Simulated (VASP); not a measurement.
# AsAu3 (P1) in VASP: single point with PBE

Aim: the single point of AsAu3 with PBE.

Everything below comes from runs of VASP 6.6.1. Logs are shortened: lines on timing, memory, paths and dates and some standing lists are left out, and cuts for length are marked.

**1. The cell of the first run**

The typed cell holds 8 atoms: a = 5.959 Å, b = 5.959 Å, c = 4.809 Å, α = 90.00°, β = 90.00°, γ = 120.00°.

**2. Single point, PBE (atoms moved at random)**

File INCAR:

```
SYSTEM = AsAu3
PREC = Accurate ; ENCUT = 520
EDIFF = 1E-6 ; ISMEAR = -1
SIGMA = 0.05 ; LREAL = .False.
LASPH = .True. ; NELM = 80
ALGO = Fast ; ISIF = 2
LWAVE = .False. ; LCHARG = .True.
GGA = PE ; LELF = .True.
LVHAR = .True. ; NBANDS = 48
```

File KPOINTS:

```
regular mesh
0
Gamma
  5 5 6
  0 0 0
```

File POSCAR:

```
AsAu3
1.0
    5.9589854558      0.0000000000      0.0000000000
   -2.9794927279      5.1606327855      0.0000000000
    0.0000000000      0.0000000000      4.8089070000
Au As
6 2
Direct
    0.1670120000      0.3347880000      0.2494630000
    0.1694440000      0.8322730000      0.2425180000
    0.6600950000      0.8260460000      0.2539700000
    0.8424690000      0.6644410000      0.7545060000
    0.8302390000      0.1618610000      0.7566910000
    0.3390840000      0.1642690000      0.7503210000
    0.3375670000      0.6687150000      0.7512730000
    0.6701350000      0.3280700000      0.2481340000
```

Potentials or basis: VASP PAW PBE potentials, release 64 (Au, As).

The run is started by

```sh
$ cat potpaw_PBE.64/Au/POTCAR potpaw_PBE.64/As/POTCAR > POTCAR
$ mpirun -np 1 vasp_std > vasp.out
```

OUTCAR:

```text
SYSTEM = AsAu3
   PREC = Accurate
   ENCUT = 520
   EDIFF = 1E-6
   ISMEAR = -1
   LREAL = .False.
   LASPH = .True.
   NELM = 80
   ISIF = 2
   GGA = PE

 ion  position               nearest neighbor table
   1  0.167  0.335  0.249-   3 2.93   5 2.94   8 2.94   7 2.95   2 2.96   7 2.97   6 2.98   6 2.99
                             5 3.00   2 3.00   8 3.02   3 3.03
   2  0.169  0.832  0.243-   4 2.89   7 2.92   6 2.92   3 2.94   1 2.96   8 2.97   6 2.98   4 2.98
                             7 2.99   8 2.99   1 3.00   3 3.02
   3  0.660  0.826  0.254-   7 2.91   1 2.93   7 2.94   2 2.94   5 2.95   8 2.96   5 2.97   4 2.99
                             4 2.99   8 3.00   2 3.02   1 3.03
   4  0.842  0.664  0.755-   2 2.89   7 2.94   8 2.94   5 2.96   6 2.97   2 2.98   3 2.99   6 2.99
                             8 2.99   3 2.99   5 3.00   7 3.02
   5  0.830  0.162  0.757-   8 2.90   6 2.93   7 2.94   1 2.94   3 2.95   4 2.96   8 2.97   3 2.97
                             1 3.00   4 3.00   7 3.02   6 3.03
   6  0.339  0.164  0.750-   2 2.92   5 2.93   8 2.94   7 2.95   8 2.96   4 2.97   1 2.98   2 2.98
                             1 2.99   4 2.99   7 3.01   5 3.03
   7  0.338  0.669  0.751-   3 2.91   2 2.92   3 2.94   5 2.94   4 2.94   6 2.95   1 2.95   1 2.97
                             2 2.99   6 3.01   4 3.02   5 3.02
   8  0.670  0.328  0.248-   5 2.90   4 2.94   6 2.94   1 2.94   6 2.96   3 2.96   2 2.97   5 2.97
                             2 2.99   4 2.99   3 3.00   1 3.02

  LATTYP: Found a hexagonal cell.
 ALAT       =     5.9589854558
 C/A-ratio  =     0.8070009628

  Lattice vectors:

 A1 = (   5.9589854558,   0.0000000000,   0.0000000000)
 A2 = (  -2.9794927279,   5.1606327855,   0.0000000000)
 A3 = (   0.0000000000,   0.0000000000,   4.8089070000)

Analysis of symmetry for initial positions (statically):
=====================================================================
 Subroutine PRICEL returns:
 Original cell was already a primitive cell.

 Routine SETGRP: Setting up the symmetry group for a
 hexagonal supercell.

 Subroutine GETGRP returns: Found  1 space group operations
 (whereof  1 operations were pure point group operations)
 out of a pool of 24 trial point group operations.

The static configuration has the point symmetry C_1 .

Analysis of symmetry for dynamics (positions and initial velocities):
=====================================================================
 Subroutine PRICEL returns:
 Original cell was already a primitive cell.

 Routine SETGRP: Setting up the symmetry group for a
 hexagonal supercell.

 Subroutine GETGRP returns: Found  1 space group operations
 (whereof  1 operations were pure point group operations)
 out of a pool of 24 trial point group operations.

The dynamic configuration has the point symmetry C_1 .

 Subroutine INISYM returns: Found  1 space group operations
 (whereof  1 operations are pure point group operations),
 and found     1 'primitive' translations

----------------------------------------------------------------------------------------

                                     Primitive cell

  volume of cell :     147.8842

  direct lattice vectors                    reciprocal lattice vectors
     5.958985456  0.000000000  0.000000000     0.167813801  0.096887343  0.000000000
    -2.979492728  5.160632785  0.000000000     0.000000000  0.193774686  0.000000000
     0.000000000  0.000000000  4.808907000     0.000000000  0.000000000  0.207947461

  length of vectors
     5.958985456  5.958985456  4.808907000     0.193774686  0.193774686  0.207947461

  position of ions in fractional coordinates (direct lattice)
     0.167012000  0.334788000  0.249463000
     0.169444000  0.832273000  0.242518000
     0.660095000  0.826046000  0.253970000
     0.842469000  0.664441000  0.754506000
     0.830239000  0.161861000  0.756691000
     0.339084000  0.164269000  0.750321000
     0.337567000  0.668715000  0.751273000
     0.670135000  0.328070000  0.248134000

  ion indices of the primitive-cell ions
   primitive index   ion index
                 1           1
                 2           2
                 3           3
                 4           4
                 5           5
                 6           6
                 7           7
                 8           8

----------------------------------------------------------------------------------------

 KPOINTS: regular mesh

Automatic generation of k-mesh.
 Grid dimensions read from file:
 generate k-points for:    5    5    6

 Generating k-lattice:

  Cartesian coordinates                     Fractional coordinates (reciprocal lattice)
     0.033562760  0.019377469  0.000000000     0.200000000  0.000000000  0.000000000
     0.000000000  0.038754937  0.000000000     0.000000000  0.200000000  0.000000000
     0.000000000  0.000000000  0.034657910     0.000000000  0.000000000  0.166666667

  Length of vectors
     0.038754937  0.038754937  0.034657910

  Shift w.r.t. Gamma in fractional coordinates (k-lattice)
     0.000000000  0.000000000  0.000000000

 Subroutine IBZKPT returns following result:
 ===========================================

 Found     76 irreducible k-points:

 Following reciprocal coordinates:
            Coordinates               Weight
  0.000000  0.000000  0.000000      1.000000
  0.200000  0.000000  0.000000      2.000000
  0.000000  0.200000  0.000000      2.000000
 -0.200000  0.200000  0.000000      2.000000
  0.400000  0.000000  0.000000      2.000000
  0.000000  0.400000  0.000000      2.000000
[... 16 lines left out ...]
 -0.400000  0.400000  0.166667      2.000000
 -0.400000 -0.000000  0.166667      2.000000
 [... further k-points ...]
   k-points           NKPTS =     76   k-points in BZ     NKDIM =     76   number of bands    NBANDS=     48
   number of dos      NEDOS =    301   number of ions     NIONS =      8
   total plane-waves  NPLWV =  82944
   dimension x,y,z NGX =    48 NGY =   48 NGZ =   36
   dimension x,y,z NGXF=    96 NGYF=   96 NGZF=   72
   ions per type =               6   2
   NGX,Y,Z   is equivalent  to a cutoff of  13.39, 13.39, 12.45 a.u.
   NGXF,Y,Z  is equivalent  to a cutoff of  26.78, 26.78, 24.89 a.u.
 SYSTEM =  AsAu3
   PREC   = accura    normal or accurate (medium, high low for compatibility)
   ISTART =      0    job   : 0-new  1-cont  2-samecut
   ICHARG =      2    charge: 1-file 2-atom 10-const
   ISPIN  =      1    spin polarized calculation?
   LNONCOLLINEAR =      F non collinear calculations
   LSORBIT =      F    spin-orbit coupling
   LASPH  =      T    aspherical Exc in radial PAW
   ENCUT  =  520.0 eV  38.22 Ry    6.18 a.u.  11.08 11.08  8.94*2*pi/ulx,y,z
   NELM   =     80;   NELMIN=  2; NELMDL= -5     # of ELM steps
   EDIFF  = 0.1E-05   stopping-criterion for ELM
   LREAL  =      F    real-space projection
   EDIFFG = 0.1E-04   stopping-criterion for IOM
   NSW    =      0    number of steps for IOM
   IBRION =     -1    ionic relax: 0-MD 1-quasi-New 2-CG
   NFREE  =      0    steps in history (QN), initial steepest desc. (CG)
   ISIF   =      2    stress and relaxation
   ISYM   =      2    0-nonsym 1-usesym 2-fastsym
   POTIM  = 0.5000    time-step for ionic-motion
   TEBEG  =    0.0;   TEEND  =   0.0 temperature during run
   PSTRESS=    0.0 pullay stress
   NELECT =      76.0000    total number of electrons
   NUPDOWN=      -1.0000    fix difference up-down
   EMIN   =  10.00;   EMAX   =-10.00  energy-range for DOS
   EFERMI =   0.00;   METHOD = LEGACY
   ISMEAR =    -1;   SIGMA  =   0.05  broadening in eV -4-tet -1-fermi 0-gaus
   EFERMI_NEDOS =   21; number of points for ismear=-14 and -15
   IALGO  =     68    algorithm
   IMIX   =      4    mixing-type and parameters
     AMIX     =   0.40;   BMIX     =  1.00
     AMIX_MAG =   1.60;   BMIX_MAG =  1.00
  volume/ion in A,a.u.               =      18.49       124.75
  Fermi-wavevector in a.u.,A,eV,Ry     =   1.311310  2.478017 23.395690  1.719535
  Thomas-Fermi vector in A             =   2.441781
   LORBIT       =      0    0 simple, 1 ext, 2 COOP (PROOUT), +10 PAW based schemes
   GGA     = PE    functional components
   LHFCALC =     F    Hartree Fock is set to
   AEXX    =    0.0000 exact exchange contribution
   IVDW    =     0    specifies the selected vdW correction
   LEPSILON=     F    determine dielectric tensor
   LRPA    =     F    only Hartree local field effects (RPA)
 non-spin polarized calculation
 RMM-DIIS sequential band-by-band and
  energy-cutoff  :      520.00
  volume of cell :      147.88
 maximum number of plane-waves:      4002
 NGX is ok and might be reduce to    48
   NGX = 23   NGY = 23   NGZ = 17

 number of electron      76.0000001 magnetization

 Free energy of the ion-electron system (eV)
  ---------------------------------------------------
  ext. energy  EPLUGINS =         0.00000000
  ---------------------------------------------------
  free energy    TOTEN  =       -27.45106345 eV

  energy without entropy =      -27.42138302  energy(sigma->0) =      -27.43622323

 E-fermi :   8.0508     XC(G=0): -11.9027

 val. band max:        8.0479198367   @ k =   0.0000   0.4000   0.1667
 cond. band min:       8.0540190446   @ k =  -0.2000  -0.2000   0.1667
 fundamental gap:      0.0060992080
 Fermi energy:         8.0508359775

 k-point     1 :       0.0000    0.0000    0.0000
  band No.  band energies     occupation
      1      -4.4634      2.00000
      2      -3.2446      2.00000
      3       1.6169      2.00000
      4       1.6672      2.00000
      5       1.7932      2.00000
      6       1.8513      2.00000
[... 40 lines left out ...]
     47      13.5198      0.00000
     48      13.6818      0.00000

 k-point     2 :       0.2000    0.0000    0.0000
  band No.  band energies     occupation
      1      -4.3042      2.00000
      2      -3.2574      2.00000
      3       1.1865      2.00000
      4       1.6604      2.00000
      5       1.7658      2.00000
      6       1.8659      2.00000
[... 40 lines left out ...]
     47      13.3010      0.00000
     48      13.9909      0.00000

 k-point     3 :       0.0000    0.2000    0.0000
  band No.  band energies     occupation
      1      -4.3024      2.00000
      2      -3.2618      2.00000
      3       1.2208      2.00000
      4       1.6434      2.00000
      5       1.7643      2.00000
      6       1.8442      2.00000
[... 40 lines left out ...]
     47      13.2935      0.00000
     48      13.9919      0.00000

 k-point     4 :      -0.2000    0.2000    0.0000
  band No.  band energies     occupation
      1      -4.3068      2.00000
      2      -3.2538      2.00000
      3       1.1488      2.00000
      4       1.6990      2.00000
      5       1.7660      2.00000
      6       1.8685      2.00000
[... 958 lines left out ...]
     47      13.7087      0.00000
     48      13.9864      0.00000

 k-point    23 :      -0.4000    0.4000    0.1667
  band No.  band energies     occupation
      1      -3.8540      2.00000
      2      -3.3389      2.00000
      3       0.5849      2.00000
      4       1.4785      2.00000
      5       1.5788      2.00000
      6       2.1610      2.00000
[... 40 lines left out ...]
     47      13.7227      0.00000
     48      13.8835      0.00000

 k-point    24 :      -0.4000   -0.0000    0.1667
  band No.  band energies     occupation
      1      -3.8391      2.00000
      2      -3.3565      2.00000
      3       0.6131      2.00000
      4       1.4739      2.00000
      5       1.5644      2.00000
      6       2.1460      2.00000
[... 40 lines left out ...]
     47      13.7017      0.00000
     48      13.8850      0.00000

 [... further k-points ...]

------------------------ aborting loop because EDIFF is reached ----------------------------------------

  FORCE on cell =-STRESS in cart. coord.  units (eV):
  Direction    XX          YY          ZZ          XY          YZ          ZX
  --------------------------------------------------------------------------------------
  -------------------------------------------------------------------------------------
  Total       -0.6602269     -0.7543281     -1.0612657      0.0370899      0.0064265      0.1258712
  in kB       -7.1528996     -8.1723928    -11.4977555      0.4018317      0.0696248      1.3636889
  external PRESSURE =      -8.9410159 kB  Pullay stress =       0.0000000 kB

 VOLUME and BASIS-vectors are now :
 -----------------------------------------------------------------------------
  energy-cutoff  :      520.00
  volume of cell :      147.88
      direct lattice vectors                 reciprocal lattice vectors
     5.958985456  0.000000000  0.000000000     0.167813801  0.096887343  0.000000000
    -2.979492728  5.160632785  0.000000000     0.000000000  0.193774686  0.000000000
     0.000000000  0.000000000  4.808907000     0.000000000  0.000000000  0.207947461

 POSITION                                       TOTAL-FORCE (eV/Angst)
 -----------------------------------------------------------------------------------
     -0.00228      1.72772      1.19964         0.020511     -0.218965      0.094095
     -1.47004      4.29506      1.16625        -0.178888      0.094588      0.213086
      1.47230      4.26292      1.22132         0.250358      0.080005      0.056612
      3.04056      3.42894      3.62835        -0.120524      0.075879     -0.138035
      4.46512      0.83531      3.63886         0.218482     -0.061259     -0.106346
      1.53116      0.84773      3.60822        -0.210522      0.061688     -0.094669
      0.01913      3.45099      3.61280         0.056778     -0.082350     -0.062278
      3.01584      1.69305      1.19325        -0.036195      0.050414      0.037536
 -----------------------------------------------------------------------------------
    total drift:                               -0.000089     -0.000002      0.000022

  FREE ENERGIE OF THE ION-ELECTRON SYSTEM (eV)
  ---------------------------------------------------
  free  energy   TOTEN  =       -27.4510634479 eV

  energy  without entropy=      -27.4213830199  energy(sigma->0) =      -27.43622323
```

Run time: 6 min. Hardware: 1 thread of Intel Xeon Platinum 8375C at 2.90GHz (Ice Lake), shared host; peak memory 0.55 GiB.

What came out:

| Item | Value |
| --- | --- |
| Free energy | -27.4511 eV |
| Pressure | -0.9 GPa |
| Largest force | 0.294 eV/Å |
| Band gap on the k mesh | zero (bands 38 and 39 overlap by 1.64 eV) |

Forces on the atoms (eV/Å):
```
Au   0.021 -0.219  0.094
Au  -0.179  0.095  0.213
Au   0.250  0.080  0.057
Au  -0.121  0.076 -0.138
Au   0.218 -0.061 -0.106
Au  -0.211  0.062 -0.095
As   0.057 -0.082 -0.062
As  -0.036  0.050  0.038
```

Stress tensor (GPa, compression positive):
```
-0.72  0.04  0.14
 0.04 -0.82  0.01
 0.14  0.01 -1.15
```

Caveat: the cell differs from its parent crystal (atoms moved at random); spin-orbit coupling is left out, which moves the levels of the heavy elements.
